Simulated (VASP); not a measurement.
# BN (P6_3/mmc) in VASP: notebook

The runs below take BN through single point, with PBEsol.

Everything below comes from runs of VASP 6.6.1. Logs are shortened: lines on timing, memory, paths and dates and some standing lists are left out, and cuts for length are marked.

### Step 1. The cell of the first run

The structure is hexagonal, space group P6_3/mmc (No. 194). Conventional cell: a = 2.418 Å, b = 2.418 Å, c = 4.263 Å, α = 90.00°, β = 90.00°, γ = 120.00°. B (site symmetry -6m2) has 3 N at 1.40 Å within 1.9 Å. N (site symmetry -6m2) has 3 B at 1.40 Å within 1.9 Å.

### Step 2. Single point, PBEsol

Contents of INCAR:

```
PREC = Accurate
ENCUT = 520
EDIFF = 1E-7
ISMEAR = 0
SIGMA = 0.02
LREAL = False
LASPH = True
NELM = 100
ALGO = Normal
ISIF = 2
LWAVE = False
LCHARG = False
GGA = PS
NBANDS = 16
```

Contents of KPOINTS:

```
regular mesh
0
Gamma
  12 12 6
```

Contents of POSCAR:

```
BN
1.0
    2.4177474149      0.0000000000      0.0000000000
   -1.2088737074      2.0938306812      0.0000000000
    0.0000000000      0.0000000000      4.2629718604
B N
2 2
Direct
    0.3333333333      0.6666666667      0.2500000000
    0.6666666667      0.3333333333      0.7500000000
    0.3333333333      0.6666666667      0.7500000000
    0.6666666667      0.3333333333      0.2500000000
```

Potentials or basis: VASP PAW PBE potentials, release 64 (B, N).

Started as:

```sh
$ cat potpaw_PBE.64/B/POTCAR potpaw_PBE.64/N/POTCAR > POTCAR
$ mpirun -np 1 vasp_std > vasp.out
```

OUTCAR:

```text
PREC = Accurate
   ENCUT = 520
   EDIFF = 1E-7
   ISMEAR = 0
   LREAL = False
   LASPH = True
   NELM = 100
   ISIF = 2
   GGA = PS

 ion  position               nearest neighbor table
   1  0.333  0.667  0.250-   4 1.40   4 1.40   4 1.40
   2  0.667  0.333  0.750-   3 1.40   3 1.40   3 1.40
   3  0.333  0.667  0.750-   2 1.40   2 1.40   2 1.40
   4  0.667  0.333  0.250-   1 1.40   1 1.40   1 1.40

  LATTYP: Found a hexagonal cell.
 ALAT       =     2.4177474149
 C/A-ratio  =     1.7631998422

  Lattice vectors:

 A1 = (   2.4177474149,   0.0000000000,   0.0000000000)
 A2 = (  -1.2088737074,   2.0938306812,   0.0000000000)
 A3 = (   0.0000000000,   0.0000000000,   4.2629718604)

Analysis of symmetry for initial positions (statically):
=====================================================================
 Subroutine PRICEL returns:
 Original cell was already a primitive cell.

 Routine SETGRP: Setting up the symmetry group for a
 hexagonal supercell.

 Subroutine GETGRP returns: Found 24 space group operations
 (whereof 12 operations were pure point group operations)
 out of a pool of 24 trial point group operations.

The static configuration has the point symmetry D_3d.
 The point group associated with its full space group is D_6h.

Analysis of symmetry for dynamics (positions and initial velocities):
=====================================================================
 Subroutine PRICEL returns:
 Original cell was already a primitive cell.

 Routine SETGRP: Setting up the symmetry group for a
 hexagonal supercell.

 Subroutine GETGRP returns: Found 24 space group operations
 (whereof 12 operations were pure point group operations)
 out of a pool of 24 trial point group operations.

The dynamic configuration has the point symmetry D_3d.
 The point group associated with its full space group is D_6h.

 Subroutine INISYM returns: Found 24 space group operations
 (whereof 12 operations are pure point group operations),
 and found     1 'primitive' translations

----------------------------------------------------------------------------------------

                                     Primitive cell

  volume of cell :      21.5807

  direct lattice vectors                    reciprocal lattice vectors
     2.417747415  0.000000000  0.000000000     0.413608135  0.238796768  0.000000000
    -1.208873707  2.093830681  0.000000000     0.000000000  0.477593537  0.000000000
     0.000000000  0.000000000  4.262971860     0.000000000  0.000000000  0.234578138

  length of vectors
     2.417747415  2.417747415  4.262971860     0.477593537  0.477593537  0.234578138

  position of ions in fractional coordinates (direct lattice)
     0.333333333  0.666666667  0.250000000
     0.666666667  0.333333333  0.750000000
     0.333333333  0.666666667  0.750000000
     0.666666667  0.333333333  0.250000000

  ion indices of the primitive-cell ions
   primitive index   ion index
                 1           1
                 2           2
                 3           3
                 4           4

----------------------------------------------------------------------------------------

 KPOINTS: regular mesh

Automatic generation of k-mesh.
 Grid dimensions read from file:
 generate k-points for:   12   12    6

 Generating k-lattice:

  Cartesian coordinates                     Fractional coordinates (reciprocal lattice)
     0.034467345  0.019899731  0.000000000     0.083333333  0.000000000  0.000000000
     0.000000000  0.039799461  0.000000000     0.000000000  0.083333333  0.000000000
     0.000000000  0.000000000  0.039096356     0.000000000  0.000000000  0.166666667

  Length of vectors
     0.039799461  0.039799461  0.039096356

  Shift w.r.t. Gamma in fractional coordinates (k-lattice)
     0.000000000  0.000000000  0.000000000

 Subroutine IBZKPT returns following result:
 ===========================================

 Found     76 irreducible k-points:

 Following reciprocal coordinates:
            Coordinates               Weight
  0.000000  0.000000  0.000000      1.000000
  0.083333  0.000000  0.000000      6.000000
  0.166667  0.000000  0.000000      6.000000
  0.250000  0.000000  0.000000      6.000000
  0.333333  0.000000  0.000000      6.000000
  0.416667  0.000000  0.000000      6.000000
[... 16 lines left out ...]
  0.250000  0.000000  0.166667     12.000000
  0.333333  0.000000  0.166667     12.000000
 [... further k-points ...]
   k-points           NKPTS =     76   k-points in BZ     NKDIM =     76   number of bands    NBANDS=     16
   number of dos      NEDOS =    301   number of ions     NIONS =      4
   total plane-waves  NPLWV =  10368
   dimension x,y,z NGX =    18 NGY =   18 NGZ =   32
   dimension x,y,z NGXF=    36 NGYF=   36 NGZF=   64
   ions per type =               2   2
   NGX,Y,Z   is equivalent  to a cutoff of  12.38, 12.38, 12.48 a.u.
   NGXF,Y,Z  is equivalent  to a cutoff of  24.75, 24.75, 24.96 a.u.
 SYSTEM =  unknown system
[... 66 lines left out ...]
  band No.  band energies     occupation
      1     -13.0041      2.00000
      2      -8.9881      2.00000
      3      -2.8359      2.00000
      4       5.5871      2.00000
      5       5.5871      2.00000
      6       6.7628      2.00000
[... 8 lines left out ...]
     15      21.0731      0.00000
     16      24.2134      0.00000

 k-point     2 :       0.0833    0.0000    0.0000
  band No.  band energies     occupation
      1     -12.8423      2.00000
      2      -8.8681      2.00000
      3      -2.6316      2.00000
      4       4.9288      2.00000
      5       5.2542      2.00000
      6       6.2315      2.00000
[... 8 lines left out ...]
     15      21.6230      0.00000
     16      23.8691      0.00000

 k-point     3 :       0.1667    0.0000    0.0000
  band No.  band energies     occupation
      1     -12.3614      2.00000
      2      -8.5205      2.00000
      3      -2.0249      2.00000
      4       3.2834      2.00000
      5       4.4712      2.00000
      6       4.8596      2.00000
[... 8 lines left out ...]
     15      22.9234      0.00000
     16      23.0409      0.00000

 k-point     4 :       0.2500    0.0000    0.0000
  band No.  band energies     occupation
      1     -11.5775      2.00000
      2      -7.9938      2.00000
      3      -1.0371      2.00000
      4       1.2443      2.00000
      5       3.0738      2.00000
      6       3.5943      2.00000
[... 8 lines left out ...]
     15      24.0829      0.00000
     16      25.4884      0.00000

 k-point     5 :       0.3333    0.0000    0.0000
  band No.  band energies     occupation
      1     -10.5296      2.00000
      2      -7.4326      2.00000
      3      -0.6654      2.00000
      4       0.2770      2.00000
      5       1.2245      2.00000
      6       2.8579      2.00000
[... 8 lines left out ...]
     15      25.3443      0.00000
     16      26.8682      0.00000

 k-point     6 :       0.4167    0.0000    0.0000
  band No.  band energies     occupation
      1      -9.3214      2.00000
      2      -7.2191      2.00000
      3      -1.8535      2.00000
      4      -0.4164      2.00000
      5       1.7450      2.00000
      6       2.3809      2.00000
[... 8 lines left out ...]
     15      26.2091      0.00000
     16      27.7404      0.00000
[... 267 lines left out ...]
 k-point    21 :       0.0833    0.0000    0.1667
  band No.  band energies     occupation
      1     -12.6783      2.00000
      2      -9.3773      2.00000
      3      -1.8023      2.00000
      4       5.0114      2.00000
      5       5.3309      2.00000
      6       6.1039      2.00000
[... 8 lines left out ...]
     15      21.3635      0.00000
     16      23.8471      0.00000

 k-point    22 :       0.1667    0.0000    0.1667
  band No.  band energies     occupation
      1     -12.2000      2.00000
      2      -8.9981      2.00000
      3      -1.2429      2.00000
      4       3.3944      2.00000
      5       4.5546      2.00000
      6       4.6865      2.00000
[... 8 lines left out ...]
     15      22.8699      0.00000
     16      23.7746      0.00000

 k-point    23 :       0.2500    0.0000    0.1667
  band No.  band energies     occupation
      1     -11.4218      2.00000
      2      -8.4143      2.00000
      3      -0.4148      2.00000
      4       1.4666      2.00000
      5       2.8607      2.00000
      6       3.6833      2.00000
[... 8 lines left out ...]
     15      24.5977      0.00000
     16      25.3173      0.00000

 k-point    24 :       0.3333    0.0000    0.1667
  band No.  band energies     occupation
      1     -10.3847      2.00000
      2      -7.7535      2.00000
      3      -0.8484      2.00000
      4       0.9389      2.00000
      5       1.2408      2.00000
      6       2.9506      2.00000
[... 8 lines left out ...]
     15      26.8661      0.00000
     16      26.9876      0.00000

 [... further k-points ...]

------------------------ aborting loop because EDIFF is reached ----------------------------------------

  FORCE on cell =-STRESS in cart. coord.  units (eV):
  Direction    XX          YY          ZZ          XY          YZ          ZX
  --------------------------------------------------------------------------------------
  -------------------------------------------------------------------------------------
  Total       12.2671732     12.2671732     12.1150054      0.0000000      0.0000000      0.0000000
  in kB      910.7310131    910.7310130    899.4338805      0.0000000      0.0000000      0.0000000
  external PRESSURE =     906.9653022 kB  Pullay stress =       0.0000000 kB

 VOLUME and BASIS-vectors are now :
 -----------------------------------------------------------------------------
  energy-cutoff  :      520.00
  volume of cell :       21.58
      direct lattice vectors                 reciprocal lattice vectors
     2.417747415  0.000000000  0.000000000     0.413608135  0.238796768  0.000000000
    -1.208873707  2.093830681  0.000000000     0.000000000  0.477593537  0.000000000
     0.000000000  0.000000000  4.262971860     0.000000000  0.000000000  0.234578138

 POSITION                                       TOTAL-FORCE (eV/Angst)
 -----------------------------------------------------------------------------------
     -0.00000      1.39589      1.06574         0.000000      0.000000      0.000000
      1.20887      0.69794      3.19723        -0.000000      0.000000      0.000000
     -0.00000      1.39589      3.19723        -0.000000      0.000000      0.000000
      1.20887      0.69794      1.06574         0.000000      0.000000      0.000000
 -----------------------------------------------------------------------------------
    total drift:                               -0.000000      0.000000      0.000000

  FREE ENERGIE OF THE ION-ELECTRON SYSTEM (eV)
  ---------------------------------------------------
  free  energy   TOTEN  =       -34.2751108519 eV

  energy  without entropy=      -34.2751108519  energy(sigma->0) =      -34.27511085
```

Run time: 8.9 s. Hardware: 1 thread of Intel Xeon 6975P-C (Granite Rapids), shared host; peak memory 0.13 GiB.

What came out:

| Quantity | Value |
| --- | --- |
| Free energy | -34.2751 eV |
| Pressure | 90.7 GPa |
| Band gap on the k mesh | 3.32 eV, indirect (least direct gap 4.85 eV) |

Caveat: the PAW data sets were made with another functional, which shifts forces and pressure a little.

### Step 3. Single point, PBEsol

This run uses another cell than the first one, of 7.46 Å³/atom, 1.383 times its volume.

Contents of INCAR:

```
ALGO     = Normal         # electronic algorithm
EDIFF    = 1E-6           # SCF threshold, eV
ENCUT    = 520            # plane-wave cutoff, eV
GGA      = PS             # functional
ISIF     = 2              # what is computed and relaxed
ISMEAR   = 0              # smearing method
LASPH    = True           # aspherical terms in the spheres
LCHARG   = True           # write CHGCAR
LELF     = True           # ELF
LREAL    = False          # projectors in reciprocal space
LVHAR    = True         
LWAVE    = False          # write WAVECAR
NBANDS   = 16             # bands
NELM     = 80             # most SCF steps
PREC     = Accurate       # precision mode
SIGMA    = 0.02           # smearing width, eV
```

Contents of KPOINTS:

```
k-points
0
Gamma
  12 12 4
```

Contents of POSCAR:

```
BN
1.0
    2.4842584544      0.0000000000      0.0000000000
   -1.2421292272      2.1514309310      0.0000000000
    0.0000000000      0.0000000000      5.5860631234
B N
2 2
Direct
    0.3333333333      0.6666666667      0.2500000000
    0.6666666667      0.3333333333      0.7500000000
    0.3333333333      0.6666666667      0.7500000000
    0.6666666667      0.3333333333      0.2500000000
```

Potentials or basis: VASP PAW PBE potentials, release 64 (B, N).

Started as:

```sh
$ cat potpaw_PBE.64/B/POTCAR potpaw_PBE.64/N/POTCAR > POTCAR
$ mpirun -np 1 vasp_std > vasp.out
```

Wall time 10 s (1 thread of Intel Xeon 6975P-C (Granite Rapids), shared host); peak memory 0.14 GiB.

It converged, with:

| Item | Value |
| --- | --- |
| Free energy | -36.3705 eV |
| Pressure | 12.3 GPa |
| Band gap on the k mesh | 3.91 eV, indirect (least direct gap 4.24 eV) |

Stress tensor (GPa, compression positive):
```
12.62  0.00  0.00
 0.00 12.62  0.00
 0.00  0.00 11.78
```

Levels at points of the mesh, in eV from the valence-band top:
```csv
k point,band 5,band 6,band 7,band 8,band 9,band 10,band 11,band 12
"(0.00, 0.00, 0.00)",-1.49,-1.49,-1.31,-1.31,6.52,11.36,11.36,11.81
"(0.50, 0.00, 0.00)",-4.43,-4.15,-2.47,-0.26,3.99,6.63,9.64,9.87
"(0.00, 0.00, 0.50)",-1.40,-1.40,-1.40,-1.40,9.83,9.83,11.57,11.57
"(0.50, 0.00, 0.50)",-4.29,-4.29,-1.14,-1.14,4.50,4.50,10.04,10.04
```

Caveat: the PAW data sets were made with another functional, which shifts forces and pressure a little. Expect the measured gap to be larger: semilocal functionals such as PBEsol lack the derivative discontinuity.

### Step 4. Single point, PBEsol

This run uses another cell than the first one, of 7.46 Å³/atom, 1.383 times its volume.

Contents of INCAR:

```
SYSTEM = BN
  ALGO = Normal
  EDIFF = 1E-6
  ENCUT = 520
  GGA = PS
  ISIF = 2
  ISMEAR = 0
  LASPH = .TRUE.
  LCHARG = .TRUE.
  LELF = .TRUE.
  LREAL = .FALSE.
  LVHAR = .TRUE.
  LWAVE = .FALSE.
  NBANDS = 16
  NELM = 100
  PREC = Accurate
  SIGMA = 0.02
```

Contents of KPOINTS:

```
k-points
0
G
  12 12 4
  0 0 0
```

POSCAR is that of step 3.

Started as:

```sh
$ cat potpaw_PBE.64/B/POTCAR potpaw_PBE.64/N/POTCAR > POTCAR
$ mpirun -np 1 vasp_std > vasp.out
```

Wall time 10 s (1 thread of Intel Xeon 6975P-C (Granite Rapids), shared host); peak memory 0.14 GiB.

Results (log left out):

| Item | Value |
| --- | --- |
| Free energy | -36.3705 eV |
| Pressure | 12.3 GPa |
| Band gap on the k mesh | 3.91 eV, indirect (least direct gap 4.24 eV) |

Stress tensor (GPa, compression positive):
```
12.62  0.00  0.00
 0.00 12.62  0.00
 0.00  0.00 11.78
```

Levels at points of the mesh, in eV from the valence-band top:
| k point | band 5 | band 6 | band 7 | band 8 | band 9 | band 10 | band 11 | band 12 |
| --- | --- | --- | --- | --- | --- | --- | --- | --- |
| (0.00, 0.00, 0.00) | -1.49 | -1.49 | -1.31 | -1.31 | 6.52 | 11.36 | 11.36 | 11.81 |
| (0.50, 0.00, 0.00) | -4.43 | -4.15 | -2.47 | -0.26 | 3.99 | 6.63 | 9.64 | 9.87 |
| (0.00, 0.00, 0.50) | -1.40 | -1.40 | -1.40 | -1.40 | 9.83 | 9.83 | 11.57 | 11.57 |
| (0.50, 0.00, 0.50) | -4.29 | -4.29 | -1.14 | -1.14 | 4.50 | 4.50 | 10.04 | 10.04 |

Caveat: the PAW data sets were made with another functional, which shifts forces and pressure a little. A k mesh can miss the band edges.

### Step 5. Single point, PBEsol

This run uses another cell than the first one, of 6.05 Å³/atom, 1.122 times its volume.

Contents of INCAR:

```
PREC = Accurate ; ENCUT = 520
EDIFF = 1E-7 ; ISMEAR = 0
SIGMA = 0.02 ; LREAL = F
LASPH = T ; NELM = 100
ALGO = Normal ; ISIF = 2
LWAVE = F ; LCHARG = T
GGA = PS ; LELF = T
LVHAR = T ; NBANDS = 16
```

Contents of KPOINTS:

```
regular mesh
0
Gamma
  12 12 6
```

Contents of POSCAR:

```
BN
1.0
    2.4450866989      0.0000000000      0.0000000000
   -1.2225433494      2.1175071957      0.0000000000
    0.0000000000      0.0000000000      4.6749681407
B N
2 2
Direct
    0.3333333333      0.6666666667      0.2500000000
    0.6666666667      0.3333333333      0.7500000000
    0.3333333333      0.6666666667      0.7500000000
    0.6666666667      0.3333333333      0.2500000000
```

Started as:

```sh
$ cat potpaw_PBE.64/B/POTCAR potpaw_PBE.64/N/POTCAR > POTCAR
$ mpirun -np 1 vasp_std > vasp.out
```

Run time: 11 s. Hardware: 1 thread of Intel Xeon 6975P-C (Granite Rapids), shared host; peak memory 0.14 GiB.

The run converged. Its results:

- Free energy: -35.3978 eV
- Pressure: 50.5 GPa
- Band gap on the k mesh: 3.53 eV, indirect (least direct gap 4.43 eV)

Stress tensor (GPa, compression positive):
```
50.87  0.00  0.00
 0.00 50.87  0.00
 0.00  0.00 49.83
```

Levels at points of the mesh, in eV from the valence-band top:
```tsv
k point	band 5	band 6	band 7	band 8	band 9	band 10	band 11	band 12
(0.00, 0.00, 0.00)	-2.40	-1.74	-1.74	-1.36	9.09	10.55	10.55	11.83
(0.50, 0.00, 0.00)	-5.59	-4.63	-4.63	-1.26	4.66	8.38	8.58	10.69
(0.00, 0.00, 0.50)	-2.08	-2.08	-2.08	-2.08	11.12	11.12	11.12	11.12
(0.50, 0.00, 0.50)	-5.13	-5.13	-1.73	-1.73	4.19	4.19	9.80	9.80
```

Caveat: the PAW data sets were made with another functional, which shifts forces and pressure a little.

### Step 6. Summary

| cell | k mesh | gap on the mesh (eV) | pressure (GPa) |
| --- | --- | --- | --- |
| a = 2.418, b = 2.418, c = 4.263 Å, angles 90.0, 90.0, 120.0°, 4 atoms | 12 × 12 × 6 | 3.32 | 90.7 |
| a = 2.484, b = 2.484, c = 5.586 Å, angles 90.0, 90.0, 120.0°, 4 atoms | 12 × 12 × 4 | 3.91 | 12.3 |
| a = 2.445, b = 2.445, c = 4.675 Å, angles 90.0, 90.0, 120.0°, 4 atoms | 12 × 12 × 6 | 3.53 | 50.5 |

Alike in all rows: task single point; level PBEsol; potentials or basis VASP PAW PBE potentials, release 64 (B, N); no spin polarisation; cutoff (eV) 520; smearing gaussian 0.02 eV.

Caveats: the PAW data sets were made with another functional, which shifts forces and pressure a little.

Absolute energies hang on the potentials; compare differences alone.
